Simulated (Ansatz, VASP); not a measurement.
NaCl: VASP beside Ansatz

```
CELL_PARAMETERS angstrom
0.14467 3.12883 3.12883
3.12883 0.14467 3.12883
3.12883 3.12883 0.14467
ATOMIC_POSITIONS crystal
Na 0.00513 0.00513 0.00513
Cl 0.24487 0.24487 0.24487
```

Change from the starting cell: epitaxial_111 strain -3.3%.

Alike in both runs: task single point; functional PBE; k mesh 8 × 8 × 8; occupations fermi-dirac, width 0.02 eV; no spin polarisation.

```csv
,VASP,Ansatz
version,VASP 6.6.1,Ansatz 0.2.0
potentials or method,"VASP PAW PBE potentials, release 64 (Na_pv, Cl)","plane waves, PAW"
plane-wave cutoff (eV),520,420
valence electrons in the cell,14,16
```

```csv
,VASP,Ansatz,Ansatz less VASP
gap on the k mesh at the Fermi level (eV),4.91,4.92,+0.001
pressure (GPa),1.3,1.3,+0.01
"traceless stress, the component that is largest in VASP (GPa)",-0.28,-0.28,0.000
rms of the force components (eV/Å),0.003,0.003,-0.0004
```

Atom by atom the forces differ by 0.000 eV/Å (rms over components). VASP's potentials hold 14 valence electrons a cell and Ansatz's 16, so a difference there can come from the potentials and not from the codes.
